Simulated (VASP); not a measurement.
# AlRu (P4mm) in VASP: notebook

The runs below take AlRu through single point, with PBEsol.

Program: VASP 6.6.1. These are calculated values, not measurements. Logs are shortened: lines on timing, memory, paths and dates and some standing lists are left out, and cuts for length are marked.

## (1) The cell of the first run

The structure is tetragonal, space group P4mm (No. 99). The conventional cell has a = 2.992 Å, b = 2.992 Å, c = 2.992 Å, α = 90.00°, β = 90.00°, γ = 90.00°. Within 3.3 Å of Al (site symmetry 4mm) lie 8 Ru at 2.53 to 2.65 Å and 6 Al at 2.99 Å. Ru (site symmetry 4mm) has 8 Al at 2.53 to 2.65 Å and 6 Ru at 2.99 Å within 3.3 Å.

## (2) Single point, PBEsol (all Al atoms moved -0.100 Å, as atom 1 along Cartesian [0 1 0])

Contents of INCAR:

```
SYSTEM = AlRu
PREC = Accurate
ENCUT = 520
EDIFF = 1E-7
ISMEAR = 0
SIGMA = 0.15
LREAL = .False.
LASPH = .True.
NELM = 80
ALGO = Fast
ISIF = 2
LWAVE = .False.
LCHARG = .False.
GGA = PS
NBANDS = 16
```

Contents of KPOINTS:

```
Automatic mesh
0
Gamma
  16 16 16
  0 0 0
```

Contents of POSCAR:

```
AlRu
1.0
    2.9916000000      0.0000000000      0.0000000000
    0.0000000000      2.9916000000      0.0000000000
    0.0000000000      0.0000000000      2.9916000000
Al Ru
1 1
Direct
    0.0000000000     -0.0334269287      0.0000000000
    0.5000000000      0.5000000000      0.5000000000
```

Potentials or basis: VASP PAW PBE potentials, release 64 (Al, Ru_pv).

Launch:

```bash
> cat potpaw_PBE.64/Al/POTCAR potpaw_PBE.64/Ru_pv/POTCAR > POTCAR
> mpirun -np 1 vasp_std > vasp.out
```

OUTCAR:

```text
SYSTEM = AlRu
   PREC = Accurate
   ENCUT = 520
   EDIFF = 1E-7
   ISMEAR = 0
   LREAL = .False.
   LASPH = .True.
   NELM = 80
   ISIF = 2
   GGA = PS

 ion  position               nearest neighbor table
   1  0.000  0.967  0.000-   2 2.53   2 2.53   2 2.53   2 2.53   2 2.65   2 2.65   2 2.65   2 2.65

   2  0.500  0.500  0.500-   1 2.53   1 2.53   1 2.53   1 2.53   1 2.65   1 2.65   1 2.65   1 2.65

  LATTYP: Found a simple cubic cell.
 ALAT       =     2.9916000000

  Lattice vectors:

 A1 = (   2.9916000000,   0.0000000000,   0.0000000000)
 A2 = (   0.0000000000,   2.9916000000,   0.0000000000)
 A3 = (   0.0000000000,   0.0000000000,   2.9916000000)

Analysis of symmetry for initial positions (statically):
=====================================================================
 Subroutine PRICEL returns:
 Original cell was already a primitive cell.

 Routine SETGRP: Setting up the symmetry group for a
 simple cubic supercell.

 Subroutine GETGRP returns: Found  8 space group operations
 (whereof  8 operations were pure point group operations)
 out of a pool of 48 trial point group operations.

The static configuration has the point symmetry C_4v.

Analysis of symmetry for dynamics (positions and initial velocities):
=====================================================================
 Subroutine PRICEL returns:
 Original cell was already a primitive cell.

 Routine SETGRP: Setting up the symmetry group for a
 simple cubic supercell.

 Subroutine GETGRP returns: Found  8 space group operations
 (whereof  8 operations were pure point group operations)
 out of a pool of 48 trial point group operations.

The dynamic configuration has the point symmetry C_4v.

 Subroutine INISYM returns: Found  8 space group operations
 (whereof  8 operations are pure point group operations),
 and found     1 'primitive' translations

----------------------------------------------------------------------------------------

                                     Primitive cell

  volume of cell :      26.7738

  direct lattice vectors                    reciprocal lattice vectors
     2.991600000  0.000000000  0.000000000     0.334269287  0.000000000  0.000000000
     0.000000000  2.991600000  0.000000000     0.000000000  0.334269287  0.000000000
     0.000000000  0.000000000  2.991600000     0.000000000  0.000000000  0.334269287

  length of vectors
     2.991600000  2.991600000  2.991600000     0.334269287  0.334269287  0.334269287

  position of ions in fractional coordinates (direct lattice)
     0.000000000  0.966573071  0.000000000
     0.500000000  0.500000000  0.500000000

  ion indices of the primitive-cell ions
   primitive index   ion index
                 1           1
                 2           2

----------------------------------------------------------------------------------------

 KPOINTS: Automatic mesh

Automatic generation of k-mesh.
 Grid dimensions read from file:
 generate k-points for:   16   16   16

 Generating k-lattice:

  Cartesian coordinates                     Fractional coordinates (reciprocal lattice)
     0.020891830  0.000000000  0.000000000     0.062500000  0.000000000  0.000000000
     0.000000000  0.020891830  0.000000000     0.000000000  0.062500000  0.000000000
     0.000000000  0.000000000  0.020891830     0.000000000  0.000000000  0.062500000

  Length of vectors
     0.020891830  0.020891830  0.020891830

  Shift w.r.t. Gamma in fractional coordinates (k-lattice)
     0.000000000  0.000000000  0.000000000

 Subroutine IBZKPT returns following result:
 ===========================================

 Found    405 irreducible k-points:

 Following reciprocal coordinates:
            Coordinates               Weight
  0.000000  0.000000  0.000000      1.000000
  0.062500  0.000000  0.000000      4.000000
  0.000000  0.062500  0.000000      2.000000
  0.125000  0.000000  0.000000      4.000000
  0.000000  0.125000  0.000000      2.000000
  0.187500  0.000000  0.000000      4.000000
[... 16 lines left out ...]
  0.187500  0.062500  0.000000      8.000000
  0.000000  0.187500  0.062500      8.000000
 [... further k-points ...]
   k-points           NKPTS =    405   k-points in BZ     NKDIM =    405   number of bands    NBANDS=     16
   number of dos      NEDOS =    301   number of ions     NIONS =      2
   total plane-waves  NPLWV =  13824
   dimension x,y,z NGX =    24 NGY =   24 NGZ =   24
   dimension x,y,z NGXF=    48 NGYF=   48 NGZF=   48
   ions per type =               1   1
   NGX,Y,Z   is equivalent  to a cutoff of  13.34, 13.34, 13.34 a.u.
   NGXF,Y,Z  is equivalent  to a cutoff of  26.67, 26.67, 26.67 a.u.
 SYSTEM =  AlRu
   PREC   = accura    normal or accurate (medium, high low for compatibility)
   ISTART =      0    job   : 0-new  1-cont  2-samecut
   ICHARG =      2    charge: 1-file 2-atom 10-const
   ISPIN  =      1    spin polarized calculation?
   LNONCOLLINEAR =      F non collinear calculations
[... 25 lines left out ...]
  volume/ion in A,a.u.               =      13.39        90.34
  Fermi-wavevector in a.u.,A,eV,Ry     =   1.407087  2.659009 26.938090  1.979894
  Thomas-Fermi vector in A             =   2.529382
   LORBIT       =      0    0 simple, 1 ext, 2 COOP (PROOUT), +10 PAW based schemes
   GGA     = PS    functional components
   LHFCALC =     F    Hartree Fock is set to
   AEXX    =    0.0000 exact exchange contribution
   IVDW    =     0    specifies the selected vdW correction
   LEPSILON=     F    determine dielectric tensor
   LRPA    =     F    only Hartree local field effects (RPA)
 non-spin polarized calculation
 RMM-DIIS sequential band-by-band and
 Gauss-broadening in eV      SIGMA  =   0.15
  energy-cutoff  :      520.00
  volume of cell :       26.77
 maximum number of plane-waves:       739
 NGX is ok and might be reduce to    24
   NGX = 11   NGY = 11   NGZ = 11

 number of electron      16.9999995 magnetization

 Free energy of the ion-electron system (eV)
  ---------------------------------------------------
  ext. energy  EPLUGINS =         0.00000000
  ---------------------------------------------------
  free energy    TOTEN  =       -15.48486446 eV

  energy without entropy =      -15.46571299  energy(sigma->0) =      -15.47528872

 E-fermi :  10.6083     XC(G=0): -12.6839

 val. band max:       10.6063198774   @ k =   0.1250   0.0000   0.2500
 cond. band min:      10.6085409759   @ k =   0.4375   0.4375   0.1250
 fundamental gap:      0.0022210985
 Fermi energy:        10.6082822384

 k-point     1 :       0.0000    0.0000    0.0000
  band No.  band energies     occupation
      1     -31.1151      2.00000
      2     -31.1151      2.00000
      3     -31.1133      2.00000
      4       0.9163      2.00000
      5       6.9895      2.00000
      6       6.9976      2.00000
[... 8 lines left out ...]
     15      22.6046      0.00000
     16      25.6018      0.00000

 k-point     2 :       0.0625    0.0000    0.0000
  band No.  band energies     occupation
      1     -31.1233      2.00000
      2     -31.1144      2.00000
      3     -31.1127      2.00000
      4       0.9917      2.00000
      5       7.0165      2.00000
      6       7.0244      2.00000
[... 8 lines left out ...]
     15      22.6052      0.00000
     16      25.8379      0.00000

 k-point     3 :       0.0000    0.0625    0.0000
  band No.  band energies     occupation
      1     -31.1215      2.00000
      2     -31.1144      2.00000
      3     -31.1144      2.00000
      4       0.9915      2.00000
      5       7.0159      2.00000
      6       7.0247      2.00000
[... 8 lines left out ...]
     15      22.6051      0.00000
     16      25.8317      0.00000

 k-point     4 :       0.1250    0.0000    0.0000
  band No.  band energies     occupation
      1     -31.1464      2.00000
      2     -31.1125      2.00000
      3     -31.1107      2.00000
      4       1.2152      2.00000
      5       7.0838      2.00000
      6       7.0996      2.00000
[... 8 lines left out ...]
     15      22.6124      0.00000
     16      26.5792      0.00000
[... 324 lines left out ...]
 k-point    22 :       0.0625    0.0000    0.1250
  band No.  band energies     occupation
      1     -31.1457      2.00000
      2     -31.1205      2.00000
      3     -31.1100      2.00000
      4       1.2888      2.00000
      5       7.1157      2.00000
      6       7.1252      2.00000
[... 8 lines left out ...]
     15      22.6216      0.00000
     16      26.7405      0.00000

 k-point    23 :       0.1875    0.0625    0.0000
  band No.  band energies     occupation
      1     -31.1801      2.00000
      2     -31.1158      2.00000
      3     -31.1089      2.00000
      4       1.6500      2.00000
      5       7.1688      2.00000
      6       7.2470      2.00000
[... 8 lines left out ...]
     15      23.1813      0.00000
     16      27.6420      0.00000

 k-point    24 :       0.0000    0.1875    0.0625
  band No.  band energies     occupation
      1     -31.1782      2.00000
      2     -31.1176      2.00000
      3     -31.1089      2.00000
      4       1.6483      2.00000
      5       7.1742      2.00000
      6       7.2391      2.00000
[... 8 lines left out ...]
     15      23.2242      0.00000
     16      27.6067      0.00000

 [... further k-points ...]
[... 5 lines left out ...]
  --------------------------------------------------------------------------------------
  -------------------------------------------------------------------------------------
  Total       -0.3601232     -0.4895702     -0.3601232      0.0000000      0.0000000      0.0000000
  in kB      -21.5501875    -29.2964518    -21.5501875      0.0000000      0.0000000      0.0000000
  external PRESSURE =     -24.1322756 kB  Pullay stress =       0.0000000 kB

 VOLUME and BASIS-vectors are now :
 -----------------------------------------------------------------------------
  energy-cutoff  :      520.00
  volume of cell :       26.77
      direct lattice vectors                 reciprocal lattice vectors
     2.991600000  0.000000000  0.000000000     0.334269287  0.000000000  0.000000000
     0.000000000  2.991600000  0.000000000     0.000000000  0.334269287  0.000000000
     0.000000000  0.000000000  2.991600000     0.000000000  0.000000000  0.334269287

 POSITION                                       TOTAL-FORCE (eV/Angst)
 -----------------------------------------------------------------------------------
      0.00000      2.89160      0.00000        -0.000000      0.765962      0.000000
      1.49580      1.49580      1.49580         0.000000     -0.765962     -0.000000
 -----------------------------------------------------------------------------------
    total drift:                                0.000000      0.000052      0.000000

  FREE ENERGIE OF THE ION-ELECTRON SYSTEM (eV)
  ---------------------------------------------------
  free  energy   TOTEN  =       -15.4848644620 eV

  energy  without entropy=      -15.4657129861  energy(sigma->0) =      -15.47528872
```

Wall time 4 min (1 thread of Intel Xeon 8259CL, shared host); peak memory 0.28 GiB.

Results:

- Free energy: -15.4849 eV
- Pressure: -2.4 GPa
- Largest force: 0.766 eV/Å
- Band gap on the k mesh: zero (an odd number of electrons rules out a gap without spin polarisation)

Forces on the atoms (eV/Å):
```
Al   0.000  0.766  0.000
Ru   0.000 -0.766  0.000
```

Stress tensor (GPa, compression positive):
```
-2.16  0.00  0.00
 0.00 -2.93  0.00
 0.00  0.00 -2.16
```

Caveat: the cell differs from its parent crystal (all Al atoms moved -0.100 Å, as atom 1 along Cartesian [0 1 0]); the PAW data sets were made with another functional, which shifts forces and pressure a little.

## (3) Single point, PBEsol (all Al atoms moved +0.075 Å, as atom 1 along Cartesian [0 1 0])

Contents of INCAR:

```
SYSTEM = AlRu
ALGO     = Fast           ! electronic algorithm
EDIFF    = 1E-6           ! SCF threshold, eV
ENCUT    = 520            ! plane-wave cutoff, eV
GGA      = PS             ! functional
ISIF     = 2              ! what is computed and relaxed
ISMEAR   = 0              ! smearing method
LASPH    = .True.         ! aspherical terms in the spheres
LCHARG   = .False.        ! write CHGCAR
LREAL    = .False.        ! projectors in reciprocal space
LWAVE    = .False.        ! write WAVECAR
NBANDS   = 16             ! bands
NELM     = 60             ! most SCF steps
PREC     = Accurate       ! precision mode
SIGMA    = 0.15           ! smearing width, eV
```

Contents of KPOINTS:

```
k-points
0
Gamma
  16 16 16
  0 0 0
```

Edit POSCAR of step 2 so:

```diff
@@ -8,3 +8,3 @@
 Direct
-    0.0000000000     -0.0334269287      0.0000000000
+    0.0000000000      0.0250701966      0.0000000000
     0.5000000000      0.5000000000      0.5000000000
```

Potentials or basis: VASP PAW PBE potentials, release 64 (Al, Ru_pv).

Launch:

```bash
> cat potpaw_PBE.64/Al/POTCAR potpaw_PBE.64/Ru_pv/POTCAR > POTCAR
> mpirun -np 1 vasp_std > vasp.out
```

Run time: 2.9 min. Hardware: 1 thread of Intel Xeon 8259CL, shared host; peak memory 0.28 GiB.

The run converged. Its results:

| Item | Value |
| --- | --- |
| Free energy | -15.5016 eV |
| Pressure | -2.7 GPa |
| Largest force | 0.575 eV/Å |
| Band gap on the k mesh | zero (an odd number of electrons rules out a gap without spin polarisation) |

Forces on the atoms (eV/Å):
```
Al   0.000 -0.575  0.000
Ru   0.000  0.575  0.000
```

Stress tensor (GPa, compression positive):
```
-2.59  0.00  0.00
 0.00 -3.03  0.00
 0.00  0.00 -2.59
```

Levels at points of the mesh, in eV from the Fermi level:
| k point | band 5 | band 6 | band 7 | band 8 | band 9 | band 10 | band 11 | band 12 | band 13 | band 14 |
| --- | --- | --- | --- | --- | --- | --- | --- | --- | --- | --- |
| (0.00, 0.00, 0.00) | -3.61 | -3.61 | 0.17 | 0.17 | 0.17 | 6.06 | 6.06 | 6.07 | 10.99 | 10.99 |
| (0.50, 0.00, 0.00) | -5.49 | -2.81 | -1.62 | -1.61 | 0.43 | 2.26 | 7.44 | 11.00 | 11.02 | 12.52 |
| (0.00, 0.50, 0.00) | -5.46 | -2.82 | -1.61 | -1.61 | 0.42 | 2.27 | 7.45 | 10.97 | 10.97 | 12.76 |
| (0.50, 0.50, 0.00) | -3.13 | -1.38 | -1.36 | -1.19 | -1.18 | 1.51 | 5.26 | 6.25 | 10.60 | 12.00 |
| (0.50, 0.00, 0.50) | -3.10 | -1.45 | -1.45 | -1.10 | -1.10 | 1.51 | 5.25 | 6.24 | 10.65 | 14.35 |
| (0.50, 0.50, 0.50) | -4.64 | -4.64 | 1.60 | 1.61 | 2.58 | 4.07 | 4.07 | 4.10 | 8.57 | 8.57 |

Caveat: the cell differs from its parent crystal (all Al atoms moved +0.075 Å, as atom 1 along Cartesian [0 1 0]); the PAW data sets were made with another functional, which shifts forces and pressure a little.

## (4) Single point, PBEsol (all Al atoms moved -0.050 Å, as atom 1 along Cartesian [0 1 0])

Contents of INCAR:

```
PREC     = Accurate       # precision mode
ENCUT    = 520            # plane-wave cutoff, eV
EDIFF    = 1E-6           # SCF threshold, eV
ISMEAR   = 0              # smearing method
SIGMA    = 0.15           # smearing width, eV
LREAL    = F              # projectors in reciprocal space
LASPH    = T              # aspherical terms in the spheres
NELM     = 80             # most SCF steps
ALGO     = Fast           # electronic algorithm
ISIF     = 2              # what is computed and relaxed
LWAVE    = F              # write WAVECAR
LCHARG   = F              # write CHGCAR
GGA      = PS             # functional
NBANDS   = 16             # bands
```

Contents of KPOINTS:

```
regular mesh
0
Gamma
  16 16 16
```

Edit POSCAR of step 3 so:

```diff
@@ -8,3 +8,3 @@
 Direct
-    0.0000000000      0.0250701966      0.0000000000
+    0.0000000000     -0.0167134644      0.0000000000
     0.5000000000      0.5000000000      0.5000000000
```

Launch:

```bash
> cat potpaw_PBE.64/Al/POTCAR potpaw_PBE.64/Ru_pv/POTCAR > POTCAR
> mpirun -np 1 vasp_std > vasp.out
```

Run time: 2.9 min. Hardware: 1 thread of Intel Xeon 8259CL, shared host; peak memory 0.28 GiB.

It converged, with:

* Free energy: -15.5136 eV
* Pressure: -3.1 GPa
* Largest force: 0.384 eV/Å
* Band gap on the k mesh: zero (an odd number of electrons rules out a gap without spin polarisation)

Forces on the atoms (eV/Å):
```
Al   0.000  0.384  0.000
Ru   0.000 -0.384  0.000
```

Stress tensor (GPa, compression positive):
```
-3.02  0.00  0.00
 0.00 -3.21  0.00
 0.00  0.00 -3.02
```

Levels at points of the mesh, in eV from the Fermi level:
```csv
k point,band 7,band 8,band 9,band 10,band 11,band 12
"(0.00, 0.00, 0.00)",0.17,0.17,0.17,6.06,6.06,6.06
"(0.50, 0.00, 0.00)",-1.62,-1.61,0.43,2.26,7.43,10.99
"(0.00, 0.50, 0.00)",-1.61,-1.61,0.42,2.27,7.44,10.98
"(0.50, 0.50, 0.00)",-1.38,-1.18,-1.18,1.51,5.26,6.26
"(0.50, 0.00, 0.50)",-1.42,-1.14,-1.14,1.51,5.25,6.25
"(0.50, 0.50, 0.50)",1.60,1.60,2.58,4.08,4.08,4.09
```

Caveat: the cell differs from its parent crystal (all Al atoms moved -0.050 Å, as atom 1 along Cartesian [0 1 0]); the cell stands under tension; the PAW data sets were made with another functional, which shifts forces and pressure a little.

## (5) Single point, PBEsol (all Al atoms moved +0.025 Å, as atom 1 along Cartesian [0 1 0])

Contents of INCAR:

```
ALGO = Fast
EDIFF = 1E-6
ENCUT = 520
GGA = PS
ISIF = 2
ISMEAR = 0
LASPH = True
LCHARG = False
LREAL = False
LWAVE = False
NBANDS = 16
NELM = 60
PREC = Accurate
SIGMA = 0.15
```

Contents of KPOINTS:

```
k-points
0
Gamma
  16 16 16
```

Edit POSCAR of step 4 so:

```diff
@@ -8,3 +8,3 @@
 Direct
-    0.0000000000     -0.0167134644      0.0000000000
+    0.0000000000      0.0083567322      0.0000000000
     0.5000000000      0.5000000000      0.5000000000
```

Launch:

```bash
> cat potpaw_PBE.64/Al/POTCAR potpaw_PBE.64/Ru_pv/POTCAR > POTCAR
> mpirun -np 1 vasp_std > vasp.out
```

Wall time 2.5 min (1 thread of Intel Xeon 8259CL, shared host); peak memory 0.28 GiB.

It converged, with:

```
Free energy            : -15.5208 eV
Pressure               : -3.2 GPa
Largest force          : 0.192 eV/Å
Band gap on the k mesh : zero (an odd number of electrons rules out a gap without spin polarisation)
```

Forces in eV/Å, atoms in the order of the input:
```
Al   0.000 -0.192  0.000
Ru   0.000  0.192  0.000
```

Levels at points of the mesh, in eV from the Fermi level:
```
           k point  band 7  band 8  band 9  band 10  band 11  band 12
(0.00, 0.00, 0.00)    0.17    0.17    0.17     6.05     6.05     6.06
(0.50, 0.00, 0.00)   -1.62   -1.61    0.43     2.26     7.43    10.98
(0.00, 0.50, 0.00)   -1.61   -1.61    0.43     2.27     7.43    10.98
(0.50, 0.50, 0.00)   -1.38   -1.18   -1.18     1.51     5.26     6.26
(0.50, 0.00, 0.50)   -1.40   -1.17   -1.17     1.51     5.26     6.26
(0.50, 0.50, 0.50)    1.60    1.60    2.58     4.08     4.08     4.08
```

Caveat: the cell differs from its parent crystal (all Al atoms moved +0.025 Å, as atom 1 along Cartesian [0 1 0]); the cell stands under tension; the PAW data sets were made with another functional, which shifts forces and pressure a little.

## (6) Summary

| cell | further INCAR settings | gap on the mesh (eV) | pressure (GPa) | largest force (eV/Å) |
| --- | --- | --- | --- | --- |
| as given, atomic positions A | ALGO = Fast; EDIFF = 1e-07; NBANDS = 16 | none | -2.4 | 0.77 |
| as given, atomic positions B | ALGO = Fast; EDIFF = 1e-06; NBANDS = 16 | none | -2.7 | 0.57 |
| as given, atomic positions C | ALGO = Fast; EDIFF = 1e-06; NBANDS = 16 | none | -3.1 | 0.38 |
| as given, atomic positions D | ALGO = Fast; EDIFF = 1e-06; NBANDS = 16 | none | -3.2 | 0.19 |

Alike in all rows: task single point; level PBEsol; potentials or basis VASP PAW PBE potentials, release 64 (Al, Ru_pv); no spin polarisation; k mesh 16 × 16 × 16; cutoff (eV) 520; smearing gaussian 0.15 eV.

Caveats: the PAW data sets were made with another functional, which shifts forces and pressure a little; the cell stands under tension (at least some runs).

Total energies depend on the potentials used, so only differences within one code and one set of settings carry meaning.
